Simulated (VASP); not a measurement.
# HfC (P1) in VASP: single point with PBE

Aim: the single point of HfC with PBE.

Program: VASP 6.6.1. These are calculated values, not measurements. Logs are shortened: lines on timing, memory, paths and dates and some standing lists are left out, and cuts for length are marked.

**1. The cell of the first run**

The typed cell holds 4 atoms: a = 3.793 Å, b = 3.865 Å, c = 4.674 Å, α = 90.01°, β = 91.17°, γ = 119.10°.

**2. Single point, PBE (atoms moved at random and the cell strained at random)**

File INCAR:

```
SYSTEM = HfC
PREC = Accurate
ENCUT = 520
EDIFF = 1E-6
ISMEAR = 0
SIGMA = 0.05
LREAL = .FALSE.
LASPH = .TRUE.
NELM = 60
ALGO = Normal
ISIF = 2
LWAVE = .FALSE.
LCHARG = .FALSE.
GGA = PE
NBANDS = 22
```

File KPOINTS:

```
Automatic mesh
0
G
  12 12 6
  0 0 0
```

File POSCAR:

```
HfC
1.0
    3.7925743595      0.0094690970     -0.0392861700
   -1.8880867012      3.3722904367     -0.0000974234
   -0.0473612963     -0.0274796749      4.6733566297
Hf C
2 2
Direct
    0.6418417844      0.3101083677      0.0592244502
    0.3395729565      0.6893782848      0.5564705778
    0.6646505906      0.3496215899      0.5628143910
    0.3539346685      0.6508917575      0.0718905811
```

Potentials or basis: VASP PAW PBE potentials, release 64 (Hf_pv, C).

Started as:

```console
cat potpaw_PBE.64/Hf_pv/POTCAR potpaw_PBE.64/C/POTCAR > POTCAR
mpirun -np 1 vasp_std > vasp.out
```

OUTCAR:

```text
SYSTEM = HfC
   PREC = Accurate
   ENCUT = 520
   EDIFF = 1E-6
   ISMEAR = 0
   LREAL = .FALSE.
   LASPH = .TRUE.
   NELM = 60
   ISIF = 2
   GGA = PE

 ion  position               nearest neighbor table
   1  0.642  0.310  0.059-   4 2.08   4 2.23   3 2.33   3 2.36   4 2.36   2 3.13   2 3.15   2 3.24
                             2 3.24   2 3.26   2 3.34
   2  0.340  0.689  0.556-   3 2.20   3 2.23   3 2.24   4 2.27   4 2.41   1 3.13   1 3.15   1 3.24
                             1 3.24   1 3.26   1 3.34
   3  0.665  0.350  0.563-   2 2.20   2 2.23   2 2.24   1 2.33   1 2.36
   4  0.354  0.651  0.072-   1 2.08   1 2.23   2 2.27   1 2.36   2 2.41

  LATTYP: Found a triclinic cell.
 ALAT       =     3.8813556719
 B/A-ratio  =     0.9957524020
 C/A-ratio  =     1.2041353054
 COS(alpha) =     0.0002049756
 COS(beta)  =     0.0202413506
 COS(gamma) =     0.5205304103

  Lattice vectors:

 A1 = (  -1.9044876583,  -3.3817595337,   0.0393835934)
 A2 = (   1.8880867012,  -3.3722904367,   0.0000974234)
 A3 = (  -0.0473612963,  -0.0274796749,   4.6733566297)

Analysis of symmetry for initial positions (statically):
=====================================================================
 Subroutine PRICEL returns:
 Original cell was already a primitive cell.

 Routine SETGRP: Setting up the symmetry group for a
 triclinic supercell.

 Subroutine GETGRP returns: Found  1 space group operations
 (whereof  1 operations were pure point group operations)
 out of a pool of  2 trial point group operations.

The static configuration has the point symmetry C_1 .

Analysis of symmetry for dynamics (positions and initial velocities):
=====================================================================
 Subroutine PRICEL returns:
 Original cell was already a primitive cell.

 Routine SETGRP: Setting up the symmetry group for a
 triclinic supercell.

 Subroutine GETGRP returns: Found  1 space group operations
 (whereof  1 operations were pure point group operations)
 out of a pool of  2 trial point group operations.

The dynamic configuration has the point symmetry C_1 .

 Subroutine INISYM returns: Found  1 space group operations
 (whereof  1 operations are pure point group operations),
 and found     1 'primitive' translations

----------------------------------------------------------------------------------------

                                     Primitive cell

  volume of cell :      59.8459

  direct lattice vectors                    reciprocal lattice vectors
     3.792574360  0.009469097 -0.039286170     0.263341647  0.147440505  0.003535750
    -1.888086701  3.372290437 -0.000097423    -0.000721401  0.296130514  0.001733958
    -0.047361296 -0.027479675  4.673356630     0.002213744  0.001245619  0.214008721

  length of vectors
     3.792789651  3.864869233  4.673677397     0.301827810  0.296136469  0.214023795

  position of ions in fractional coordinates (direct lattice)
     0.641841784  0.310108368  0.059224450
     0.339572956  0.689378285  0.556470578
     0.664650591  0.349621590  0.562814391
     0.353934669  0.650891757  0.071890581

  ion indices of the primitive-cell ions
   primitive index   ion index
                 1           1
                 2           2
                 3           3
                 4           4

----------------------------------------------------------------------------------------

 KPOINTS: Automatic mesh

Automatic generation of k-mesh.
 Grid dimensions read from file:
 generate k-points for:   12   12    6

 Generating k-lattice:

  Cartesian coordinates                     Fractional coordinates (reciprocal lattice)
     0.021945137  0.012286709  0.000294646     0.083333333  0.000000000  0.000000000
    -0.000060117  0.024677543  0.000144496    -0.000000000  0.083333333  0.000000000
     0.000368957  0.000207603  0.035668120     0.000000000 -0.000000000  0.166666667

  Length of vectors
     0.025152318  0.024678039  0.035670633

  Shift w.r.t. Gamma in fractional coordinates (k-lattice)
     0.000000000  0.000000000  0.000000000

 Subroutine IBZKPT returns following result:
 ===========================================

 Found    436 irreducible k-points:

 Following reciprocal coordinates:
            Coordinates               Weight
  0.000000  0.000000  0.000000      1.000000
  0.083333  0.000000  0.000000      2.000000
  0.166667  0.000000  0.000000      2.000000
  0.250000  0.000000  0.000000      2.000000
  0.333333  0.000000  0.000000      2.000000
  0.416667  0.000000  0.000000      2.000000
[... 16 lines left out ...]
  0.250000  0.166667 -0.000000      2.000000
  0.333333  0.166667 -0.000000      2.000000
 [... further k-points ...]
   k-points           NKPTS =    436   k-points in BZ     NKDIM =    436   number of bands    NBANDS=     22
   number of dos      NEDOS =    301   number of ions     NIONS =      4
   total plane-waves  NPLWV =  30240
   dimension x,y,z NGX =    28 NGY =   30 NGZ =   36
   dimension x,y,z NGXF=    56 NGYF=   60 NGZF=   72
   ions per type =               2   2
   NGX,Y,Z   is equivalent  to a cutoff of  12.27, 12.90, 12.81 a.u.
   NGXF,Y,Z  is equivalent  to a cutoff of  24.55, 25.81, 25.61 a.u.
 SYSTEM =  HfC
   PREC   = accura    normal or accurate (medium, high low for compatibility)
   ISTART =      0    job   : 0-new  1-cont  2-samecut
   ICHARG =      2    charge: 1-file 2-atom 10-const
   ISPIN  =      1    spin polarized calculation?
   LNONCOLLINEAR =      F non collinear calculations
   LSORBIT =      F    spin-orbit coupling
   LASPH  =      T    aspherical Exc in radial PAW
   ENCUT  =  520.0 eV  38.22 Ry    6.18 a.u.   7.05  7.19  8.69*2*pi/ulx,y,z
   NELM   =     60;   NELMIN=  2; NELMDL= -5     # of ELM steps
   EDIFF  = 0.1E-05   stopping-criterion for ELM
   LREAL  =      F    real-space projection
[... 7 lines left out ...]
   TEBEG  =    0.0;   TEEND  =   0.0 temperature during run
   PSTRESS=    0.0 pullay stress
   NELECT =      28.0000    total number of electrons
   NUPDOWN=      -1.0000    fix difference up-down
   EMIN   =  10.00;   EMAX   =-10.00  energy-range for DOS
   EFERMI =   0.00;   METHOD = LEGACY
   ISMEAR =     0;   SIGMA  =   0.05  broadening in eV -4-tet -1-fermi 0-gaus
   EFERMI_NEDOS =   21; number of points for ismear=-14 and -15
   IALGO  =     38    algorithm
   IMIX   =      4    mixing-type and parameters
     AMIX     =   0.40;   BMIX     =  1.00
     AMIX_MAG =   1.60;   BMIX_MAG =  1.00
  volume/ion in A,a.u.               =      14.96       100.96
  Fermi-wavevector in a.u.,A,eV,Ry     =   1.270914  2.401679 21.976427  1.615222
  Thomas-Fermi vector in A             =   2.403875
   LORBIT       =      0    0 simple, 1 ext, 2 COOP (PROOUT), +10 PAW based schemes
   GGA     = PE    functional components
   LHFCALC =     F    Hartree Fock is set to
   AEXX    =    0.0000 exact exchange contribution
   IVDW    =     0    specifies the selected vdW correction
   LEPSILON=     F    determine dielectric tensor
   LRPA    =     F    only Hartree local field effects (RPA)
 non-spin polarized calculation
 Gauss-broadening in eV      SIGMA  =   0.05
  energy-cutoff  :      520.00
  volume of cell :       59.85
 maximum number of plane-waves:      1630
   NGX = 15   NGY = 15   NGZ = 17

 number of electron      28.0000001 magnetization

 Free energy of the ion-electron system (eV)
  ---------------------------------------------------
  ext. energy  EPLUGINS =         0.00000000
  ---------------------------------------------------
  free energy    TOTEN  =       -40.73217353 eV

  energy without entropy =      -40.73177190  energy(sigma->0) =      -40.73197271

 E-fermi :   4.4250     XC(G=0): -11.1626

 val. band max:        4.4115081970   @ k =   0.1667   0.2500  -0.0000
 cond. band min:       4.4419056974   @ k =   0.1667   0.3333  -0.0000
 fundamental gap:      0.0303975004
 Fermi energy:         4.4250368646

 k-point     1 :       0.0000    0.0000    0.0000
  band No.  band energies     occupation
      1     -25.7337      2.00000
      2     -25.5950      2.00000
      3     -25.5498      2.00000
      4     -25.4139      2.00000
      5     -25.3478      2.00000
      6     -25.1564      2.00000
[... 14 lines left out ...]
     21      11.1815      0.00000
     22      12.7739      0.00000

 k-point     2 :       0.0833    0.0000    0.0000
  band No.  band energies     occupation
      1     -25.7258      2.00000
      2     -25.5990      2.00000
      3     -25.5573      2.00000
      4     -25.4231      2.00000
      5     -25.3482      2.00000
      6     -25.1632      2.00000
[... 14 lines left out ...]
     21      11.3970      0.00000
     22      12.4991      0.00000

 k-point     3 :       0.1667    0.0000    0.0000
  band No.  band energies     occupation
      1     -25.7035      2.00000
      2     -25.6103      2.00000
      3     -25.5777      2.00000
      4     -25.4480      2.00000
      5     -25.3492      2.00000
      6     -25.1829      2.00000
[... 14 lines left out ...]
     21      11.4490      0.00000
     22      11.7442      0.00000

 k-point     4 :       0.2500    0.0000    0.0000
  band No.  band energies     occupation
      1     -25.6715      2.00000
      2     -25.6259      2.00000
      3     -25.6041      2.00000
      4     -25.4811      2.00000
      5     -25.3505      2.00000
      6     -25.2131      2.00000
[... 14 lines left out ...]
     21      10.5966      0.00000
     22      10.8233      0.00000

 k-point     5 :       0.3333    0.0000    0.0000
  band No.  band energies     occupation
      1     -25.6580      2.00000
      2     -25.6264      2.00000
      3     -25.6222      2.00000
      4     -25.5127      2.00000
      5     -25.3521      2.00000
      6     -25.2487      2.00000
[... 417 lines left out ...]
 k-point    22 :       0.1667    0.1667   -0.0000
  band No.  band energies     occupation
      1     -25.6419      2.00000
      2     -25.6317      2.00000
      3     -25.6090      2.00000
      4     -25.4745      2.00000
      5     -25.3747      2.00000
      6     -25.2457      2.00000
[... 14 lines left out ...]
     21      10.7120      0.00000
     22      10.8482      0.00000

 k-point    23 :       0.2500    0.1667   -0.0000
  band No.  band energies     occupation
      1     -25.6569      2.00000
      2     -25.6301      2.00000
      3     -25.5922      2.00000
      4     -25.5079      2.00000
      5     -25.3742      2.00000
      6     -25.2814      2.00000
[... 14 lines left out ...]
     21      10.3147      0.00000
     22      11.0152      0.00000

 k-point    24 :       0.3333    0.1667   -0.0000
  band No.  band energies     occupation
      1     -25.6831      2.00000
      2     -25.6261      2.00000
      3     -25.5637      2.00000
      4     -25.5339      2.00000
      5     -25.3737      2.00000
      6     -25.3116      2.00000
[... 14 lines left out ...]
     21      10.5495      0.00000
     22      11.1539      0.00000

 [... further k-points ...]
[... 5 lines left out ...]
  --------------------------------------------------------------------------------------
  -------------------------------------------------------------------------------------
  Total        0.4837106      0.2273313     -0.9282793     -1.9232736      0.5385480      0.8572358
  in kB       12.9497648      6.0860506    -24.8516351    -51.4893476     14.4178570     22.9496789
  external PRESSURE =      -1.9386066 kB  Pullay stress =       0.0000000 kB

 VOLUME and BASIS-vectors are now :
 -----------------------------------------------------------------------------
  energy-cutoff  :      520.00
  volume of cell :       59.85
      direct lattice vectors                 reciprocal lattice vectors
     3.792574360  0.009469097 -0.039286170     0.263341647  0.147440505  0.003535750
    -1.888086701  3.372290437 -0.000097423    -0.000721401  0.296130514  0.001733958
    -0.047361296 -0.027479675  4.673356630     0.002213744  0.001245619  0.214008721

 POSITION                                       TOTAL-FORCE (eV/Angst)
 -----------------------------------------------------------------------------------
      1.84592      1.05023      0.25153         1.700618      0.566387     -0.108128
     -0.04011      2.31271      2.58718         0.117356     -0.848952      0.064257
      1.83397      1.16985      2.60409         0.319785     -0.574335      0.254933
      0.10998      2.19637      0.32200        -2.137760      0.856900     -0.211062
 -----------------------------------------------------------------------------------
    total drift:                                0.000026     -0.000008     -0.000107

  FREE ENERGIE OF THE ION-ELECTRON SYSTEM (eV)
  ---------------------------------------------------
  free  energy   TOTEN  =       -40.7321735274 eV

  energy  without entropy=      -40.7317718978  energy(sigma->0) =      -40.73197271
```

It took 12 min on 1 thread of Intel Xeon Platinum 8375C at 2.90GHz (Ice Lake), shared host; peak memory 0.57 GiB.

What came out:

* Free energy: -40.7322 eV
* Pressure: -0.2 GPa
* Largest force: 2.313 eV/Å
* Band gap on the k mesh: zero (band 14 reaches 5.36 eV, above the bottom of band 15 at 4.30 eV)

Forces in eV/Å, atoms in the order of the input:
```
Hf   1.701  0.566 -0.108
Hf   0.117 -0.849  0.064
C    0.320 -0.574  0.255
C   -2.138  0.857 -0.211
```

Caveat: the cell differs from its parent crystal (atoms moved at random and the cell strained at random); spin-orbit coupling is left out, which moves the levels of the heavy elements; forces of over 1 eV/Å act on the atoms, so gaps and moduli don't describe the material at rest.
